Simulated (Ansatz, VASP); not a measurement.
# Ru12C: VASP beside Ansatz

```
CELL_PARAMETERS angstrom
5.40000 0.00000 0.00000
-4.05000 7.01481 0.00000
0.00000 0.00000 4.27680
ATOMIC_POSITIONS crystal
Ru 0.00391 0.00406 0.93656
Ru 0.19386 0.25872 0.52309
Ru 0.99618 0.33761 0.00364
Ru 0.15173 0.55078 0.49963
Ru 0.99832 0.66267 0.99990
Ru 0.17892 0.87454 0.51014
Ru 0.50095 0.99845 0.99764
Ru 0.66306 0.21870 0.50413
Ru 0.50988 0.33714 0.00453
Ru 0.67369 0.55410 0.50119
Ru 0.49232 0.66006 0.00439
Ru 0.62943 0.87064 0.51521
C 0.00501 0.01221 0.36341
```

Alike in both runs: functional LDA; k mesh 4 × 3 × 4; occupations gaussian, width 0.1 eV; no spin polarisation.

Ansatz relaxed the structure, and its values are those at the end. VASP's run is a single point on that final structure, the one shown.

|  | VASP | Ansatz |
| --- | --- | --- |
| version | VASP 6.6.1 | Ansatz 0.2.0 |
| potentials or method | VASP PAW LDA potentials, release 64 (Ru_pv, C), cutoff 520 eV | scalar-relativistic, plane waves, PAW |
| valence electrons in the cell | 172 | 196 |

```csv
,VASP,Ansatz,Ansatz less VASP
rms of the force components (eV/Å),0.019,0.006,-0.0132
```

LDA's correlation is that of Perdew and Zunger in VASP and of Perdew and Wang (1992) in Ansatz. VASP's potentials hold 172 valence electrons a cell and Ansatz's 196, so a difference there can come from the potentials and not from the codes.

The k mesh is coarse, so the values compare programs but aren't converged.
